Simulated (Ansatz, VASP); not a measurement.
## One calculation of MoS2, two programs

```
CELL_PARAMETERS angstrom
1.58550 0.91539 6.11500
-1.58550 0.91539 6.11500
0.00000 -1.83078 6.11500
ATOMIC_POSITIONS crystal
Mo 0.00000 0.00000 0.00000
S 0.75000 0.75000 0.75000
S 0.25000 0.25000 0.25000
```

Alike in both runs: task single point; functional PBE; k mesh 7 × 7 × 7; occupations gaussian, width 0.05 eV; collinear spin; Hubbard terms Mo d U = 4.0 eV.

|  | VASP | Ansatz |
| --- | --- | --- |
| version | VASP 6.6.1 | Ansatz 0.2.0 |
| potentials or method | VASP PAW PBE potentials, release 64 (Mo_sv, S), cutoff 520 eV | scalar-relativistic, plane waves, PAW |
| valence electrons in the cell | 26 | 26 |

Ansatz gave:

```
gap on the k mesh at the Fermi level (eV)                     : none
pressure (GPa)                                                : 16.2
traceless stress, the component that is largest in VASP (GPa) : -2.53
rms of the force components (eV/Å)                            : 0.624
net moment per atom (μB)                                      : 0.49
size of the moment on the site where the two differ most (μB) : 1.11
```

Q: Estimate VASP's values.

A: gap on the k mesh at the Fermi level (eV): none; pressure (GPa): 10.5; traceless stress, the component that is largest in VASP (GPa): 2.20; rms of the force components (eV/Å): 0.569; net moment per atom (μB): 0.05; size of the moment on the site where the two differ most (μB): 0.11.

The net moments are unlike, so the other rows may belong to different states. Site moments also hang on the region over which each program counts them. The programs project onto different local orbitals, so the same U acts differently, and such runs can settle in different states. Atom by atom the forces differ by 0.056 eV/Å (rms over components). A gap of «none» marks a metal or a gap that the smearing closes. Ansatz's warnings: filled band counts differ across k points, specified occupation not kept.
